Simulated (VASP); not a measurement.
# Si2Mo (I4/mmm) in VASP: a series of runs

Runs on Si2Mo. Level: PBE. Tasks: single point.

All numbers are computed with VASP 6.6.1; they aren't measurements. Logs are shortened: lines on timing, memory, paths and dates and some standing lists are left out, and cuts for length are marked.

### Step 1. The cell of the first run

The structure is tetragonal, space group I4/mmm (No. 139). Conventional cell: a = 3.200 Å, b = 3.200 Å, c = 7.782 Å, α = 90.00°, β = 90.00°, γ = 90.00°. Si (site symmetry 4mm) has 9 Si at 2.57 to 3.20 Å and 5 Mo at 2.60 to 2.61 Å within 3.4 Å. Mo (site symmetry 4/mmm) has 10 Si at 2.60 to 2.61 Å and 4 Mo at 3.20 Å within 3.4 Å.

### Step 2. Single point, PBE (z stretched by -1 %, then relaxed in part)

Contents of INCAR:

```
SYSTEM = Si2Mo
PREC = Accurate
ENCUT = 520
EDIFF = 1E-7
ISMEAR = -1
SIGMA = 0.05
LREAL = .False.
LASPH = .True.
NELM = 80
ALGO = Normal
ISIF = 2
LWAVE = .False.
LCHARG = .True.
GGA = PE
LELF = .True.
LVHAR = .True.
NBANDS = 18
```

Contents of KPOINTS:

```
regular mesh
0
Gamma
  20 20 20
  0 0 0
```

Contents of POSCAR:

```
Si2Mo
1.0
   -1.6000000000      1.6000000000      3.8911950000
    1.6000000000     -1.6000000000      3.8911950000
    1.6000000000      1.6000000000     -3.8911950000
Si Mo
2 1
Direct
    0.3347819004      0.3347819004      0.0000000000
    0.6652180996      0.6652180996      0.0000000000
    0.0000000000      0.0000000000      0.0000000000
```

Potentials or basis: VASP PAW PBE potentials, release 64 (Si, Mo_sv).

On the command line:

```console
$ cat potpaw_PBE.64/Si/POTCAR potpaw_PBE.64/Mo_sv/POTCAR > POTCAR
$ mpirun -np 1 vasp_std > vasp.out
```

OUTCAR:

```text
SYSTEM = Si2Mo
   PREC = Accurate
   ENCUT = 520
   EDIFF = 1E-7
   ISMEAR = -1
   LREAL = .False.
   LASPH = .True.
   NELM = 80
   ISIF = 2
   GGA = PE

 ion  position               nearest neighbor table
   1  0.335  0.335  0.000-   2 2.57   3 2.60   3 2.60   3 2.60   3 2.60   3 2.61   2 2.62   2 2.62
                             2 2.62   2 2.62
   2  0.665  0.665  0.000-   1 2.57   3 2.60   3 2.60   3 2.60   3 2.60   3 2.61   1 2.62   1 2.62
                             1 2.62   1 2.62
   3  0.000  0.000  0.000-   2 2.60   2 2.60   2 2.60   1 2.60   2 2.60   1 2.60   1 2.60   1 2.60
                             1 2.61   2 2.61

  LATTYP: Found a body centered tetragonal cell.
 ALAT       =     3.2000000000
 C/A-ratio  =     2.4319968750

  Lattice vectors:

 A1 = (  -1.6000000000,   1.6000000000,   3.8911950000)
 A2 = (   1.6000000000,  -1.6000000000,   3.8911950000)
 A3 = (   1.6000000000,   1.6000000000,  -3.8911950000)

Analysis of symmetry for initial positions (statically):
=====================================================================
 Subroutine PRICEL returns:
 Original cell was already a primitive cell.

 Routine SETGRP: Setting up the symmetry group for a
 body centered tetragonal supercell.

 Subroutine GETGRP returns: Found 16 space group operations
 (whereof 16 operations were pure point group operations)
 out of a pool of 16 trial point group operations.

The static configuration has the point symmetry D_4h.

Analysis of symmetry for dynamics (positions and initial velocities):
=====================================================================
 Subroutine PRICEL returns:
 Original cell was already a primitive cell.

 Routine SETGRP: Setting up the symmetry group for a
 body centered tetragonal supercell.

 Subroutine GETGRP returns: Found 16 space group operations
 (whereof 16 operations were pure point group operations)
 out of a pool of 16 trial point group operations.

The dynamic configuration has the point symmetry D_4h.

 Subroutine INISYM returns: Found 16 space group operations
 (whereof 16 operations are pure point group operations),
 and found     1 'primitive' translations

----------------------------------------------------------------------------------------

                                     Primitive cell

  volume of cell :      39.8458

  direct lattice vectors                    reciprocal lattice vectors
    -1.600000000  1.600000000  3.891195000     0.000000000  0.312500000  0.128495231
[... 89 lines left out ...]
   LREAL  =      F    real-space projection
   EDIFFG = 0.1E-05   stopping-criterion for IOM
   NSW    =      0    number of steps for IOM
   IBRION =     -1    ionic relax: 0-MD 1-quasi-New 2-CG
   NFREE  =      0    steps in history (QN), initial steepest desc. (CG)
   ISIF   =      2    stress and relaxation
   ISYM   =      2    0-nonsym 1-usesym 2-fastsym
   POTIM  = 0.5000    time-step for ionic-motion
   TEBEG  =    0.0;   TEEND  =   0.0 temperature during run
   PSTRESS=    0.0 pullay stress
   NELECT =      22.0000    total number of electrons
   NUPDOWN=      -1.0000    fix difference up-down
   EMIN   =  10.00;   EMAX   =-10.00  energy-range for DOS
   EFERMI =   0.00;   METHOD = LEGACY
   ISMEAR =    -1;   SIGMA  =   0.05  broadening in eV -4-tet -1-fermi 0-gaus
   EFERMI_NEDOS =   21; number of points for ismear=-14 and -15
   IALGO  =     38    algorithm
   IMIX   =      4    mixing-type and parameters
     AMIX     =   0.40;   BMIX     =  1.00
     AMIX_MAG =   1.60;   BMIX_MAG =  1.00
  volume/ion in A,a.u.               =      13.28        89.63
  Fermi-wavevector in a.u.,A,eV,Ry     =   1.343037  2.537972 24.541498  1.803749
  Thomas-Fermi vector in A             =   2.471143
   LORBIT       =      0    0 simple, 1 ext, 2 COOP (PROOUT), +10 PAW based schemes
   GGA     = PE    functional components
   LHFCALC =     F    Hartree Fock is set to
   AEXX    =    0.0000 exact exchange contribution
   IVDW    =     0    specifies the selected vdW correction
   LEPSILON=     F    determine dielectric tensor
   LRPA    =     F    only Hartree local field effects (RPA)
 non-spin polarized calculation
  energy-cutoff  :      520.00
  volume of cell :       39.85
 maximum number of plane-waves:      1093
 NGX is ok and might be reduce to    36
   NGX = 17   NGY = 17   NGZ = 17

 number of electron      22.0000000 magnetization

 Free energy of the ion-electron system (eV)
  ---------------------------------------------------
  ext. energy  EPLUGINS =         0.00000000
  ---------------------------------------------------
  free energy    TOTEN  =       -23.24662717 eV

  energy without entropy =      -23.24479424  energy(sigma->0) =      -23.24571070

 E-fermi :  12.3798     XC(G=0): -12.4734

 val. band max:       12.3505851416   @ k =  -0.4000   0.5000   0.3500
 cond. band min:      12.3862153994   @ k =  -0.4500   0.4500   0.3500
 fundamental gap:      0.0356302579
 Fermi energy:        12.3798362621

 k-point     1 :       0.0000    0.0000    0.0000
  band No.  band energies     occupation
      1     -48.3062      2.00000
      2     -22.4608      2.00000
      3     -22.3884      2.00000
      4     -22.3884      2.00000
      5      -1.0912      2.00000
      6       5.9742      2.00000
[... 481 lines left out ...]
      5       0.9544      2.00000
      6       4.7881      2.00000
[... 10 lines left out ...]
     17      19.5190      0.00000
     18      21.1691      0.00000

 [... further k-points ...]

------------------------ aborting loop because EDIFF is reached ----------------------------------------

  FORCE on cell =-STRESS in cart. coord.  units (eV):
  Direction    XX          YY          ZZ          XY          YZ          ZX
  --------------------------------------------------------------------------------------
  -------------------------------------------------------------------------------------
  Total        1.0010840      1.0010840      1.7850999      0.0000000      0.0000000      0.0000000
  in kB       40.2529905     40.2529905     71.7778019      0.0000000      0.0000000      0.0000000
  external PRESSURE =      50.7612610 kB  Pullay stress =       0.0000000 kB

 VOLUME and BASIS-vectors are now :
 -----------------------------------------------------------------------------
  energy-cutoff  :      520.00
  volume of cell :       39.85
      direct lattice vectors                 reciprocal lattice vectors
    -1.600000000  1.600000000  3.891195000     0.000000000  0.312500000  0.128495231
     1.600000000 -1.600000000  3.891195000     0.312500000  0.000000000  0.128495231
     1.600000000  1.600000000 -3.891195000     0.312500000  0.312500000  0.000000000

 POSITION                                       TOTAL-FORCE (eV/Angst)
 -----------------------------------------------------------------------------------
      0.00000      0.00000      2.60540        -0.000000     -0.000000     -0.009629
      0.00000      0.00000      5.17699        -0.000000     -0.000000      0.009629
      0.00000      0.00000      0.00000         0.000000      0.000000      0.000000
 -----------------------------------------------------------------------------------
    total drift:                               -0.000000      0.000000     -0.000000

  FREE ENERGIE OF THE ION-ELECTRON SYSTEM (eV)
  ---------------------------------------------------
  free  energy   TOTEN  =       -23.2466271732 eV

  energy  without entropy=      -23.2447942356  energy(sigma->0) =      -23.24571070
```

OSZICAR:

```text
N       E                     dE             d eps       ncg     rms          rms(c)
DAV:   1     0.121723066534E+03    0.12172E+03   -0.11323E+04 23100   0.117E+03
DAV:   2    -0.210222723191E+02   -0.14275E+03   -0.13975E+03 27838   0.299E+02
DAV:   3    -0.241276297182E+02   -0.31054E+01   -0.30698E+01 28424   0.392E+01
DAV:   4    -0.241454337925E+02   -0.17804E-01   -0.17789E-01 27454   0.324E+00
DAV:   5    -0.241455509710E+02   -0.11718E-03   -0.11717E-03 26982   0.276E-01    0.220E+01
DAV:   6    -0.233987223029E+02    0.74683E+00   -0.56114E+00 24338   0.155E+01    0.486E+00
DAV:   7    -0.232806934490E+02    0.11803E+00   -0.81591E-01 24058   0.548E+00    0.457E+00
DAV:   8    -0.232472994669E+02    0.33394E-01   -0.94175E-02 24972   0.230E+00    0.440E-01
DAV:   9    -0.232466840416E+02    0.61543E-03   -0.18254E-03 27598   0.348E-01    0.248E-01
DAV:  10    -0.232466415169E+02    0.42525E-04   -0.48037E-04 25662   0.185E-01    0.516E-02
DAV:  11    -0.232466300308E+02    0.11486E-04   -0.15195E-04 25186   0.920E-02    0.382E-02
DAV:  12    -0.232466281162E+02    0.19146E-05   -0.23697E-05 24546   0.342E-02    0.930E-03
DAV:  13    -0.232466273324E+02    0.78382E-06   -0.16882E-06 24984   0.107E-02    0.241E-03
DAV:  14    -0.232466272002E+02    0.13222E-06   -0.28461E-08 13296   0.127E-03    0.521E-04
DAV:  15    -0.232466271732E+02    0.26999E-07   -0.43208E-09 12540   0.492E-04
   1 F= -.23246627E+02 E0= -.23245711E+02  d E =-.183294E-02
```

stdout:

```text
POSCAR found type information on POSCAR SiMo
 POSCAR found :  2 types and       3 ions
 scaLAPACK will be used
 LDA part: xc-table for (Slater+PW92), standard interpolation
 POSCAR, INCAR and KPOINTS ok, starting setup
 FFT: planning ... GRIDC
 FFT: planning ... GRID_SOFT
 FFT: planning ... GRID
 WAVECAR not read
 entering main loop
```

It took 17 min on 1 thread of Oxide Virtual Turin-like, shared host; peak memory 0.51 GiB.

Results:

```
Free energy            : -23.2466 eV
Pressure               : 5.1 GPa
Largest force          : 0.010 eV/Å
Band gap on the k mesh : zero (bands 11 and 12 overlap by 0.99 eV)
```

Forces on the atoms (eV/Å):
```
Si   0.000  0.000 -0.010
Si   0.000  0.000  0.010
Mo   0.000  0.000  0.000
```

Stress tensor (GPa, compression positive):
```
4.03 0.00 0.00
0.00 4.03 0.00
0.00 0.00 7.18
```

Caveat: the cell differs from its parent crystal (z stretched by -1 %, then relaxed in part); the cell stands under pressure.

### Step 3. Single point, PBE (13.68 Å³/atom)

This run uses another cell than the first one, of 13.68 Å³/atom.

Contents of INCAR:

```
SYSTEM = Si2Mo
ALGO = Normal ; EDIFF = 1E-7
ENCUT = 520 ; GGA = PE
ISIF = 2 ; ISMEAR = -1
LASPH = .True. ; LCHARG = .False.
LREAL = .False. ; LWAVE = .False.
NBANDS = 18 ; NELM = 100
PREC = Accurate ; SIGMA = 0.05
```

Contents of KPOINTS:

```
k-points
0
Gamma
  20 20 20
  0 0 0
```

Contents of POSCAR:

```
Si2Mo
1.0
   -1.6105963353      1.6105963353      3.9565305599
    1.6105963353     -1.6105963353      3.9565305599
    1.6105963353      1.6105963353     -3.9565305599
Si Mo
2 1
Direct
    0.3352150446      0.3352150446      0.0000000000
    0.6647849554      0.6647849554      0.0000000000
    0.0000000000      0.0000000000      0.0000000000
```

Potentials or basis: VASP PAW PBE potentials, release 64 (Si, Mo_sv).

On the command line:

```console
$ cat potpaw_PBE.64/Si/POTCAR potpaw_PBE.64/Mo_sv/POTCAR > POTCAR
$ mpirun -np 1 vasp_std > vasp.out
```

It took 8 min on 1 thread of Oxide Virtual Turin-like, shared host; peak memory 0.53 GiB.

It converged, with:

```
Free energy            : -23.2609 eV
Pressure               : -1.5 GPa
Largest force          : 0.004 eV/Å
Band gap on the k mesh : zero (bands 11 and 12 overlap by 0.93 eV)
```

Forces in eV/Å, atoms in the order of the input:
```
Si   0.000  0.000  0.004
Si   0.000  0.000 -0.004
Mo   0.000  0.000  0.000
```

Stress tensor (GPa, compression positive):
```
-0.94  0.00  0.00
 0.00 -0.94  0.00
 0.00  0.00 -2.54
```

Levels at points of the mesh, in eV from the Fermi level:
```csv
k point,band 9,band 10,band 11,band 12,band 13,band 14
"(0.00, 0.00, 0.00)",-2.55,-2.55,0.37,3.05,3.28,3.47
"(0.50, 0.00, 0.00)",-2.51,-2.51,-0.47,2.20,3.08,3.89
"(0.50, 0.50, 0.00)",-4.35,-2.99,-1.22,2.25,2.63,3.03
"(0.50, 0.50, 0.50)",-0.57,-0.57,-0.46,-0.46,0.49,4.59
```

The gap in the log of VASP goes by the Fermi energy; the results here count the filled bands.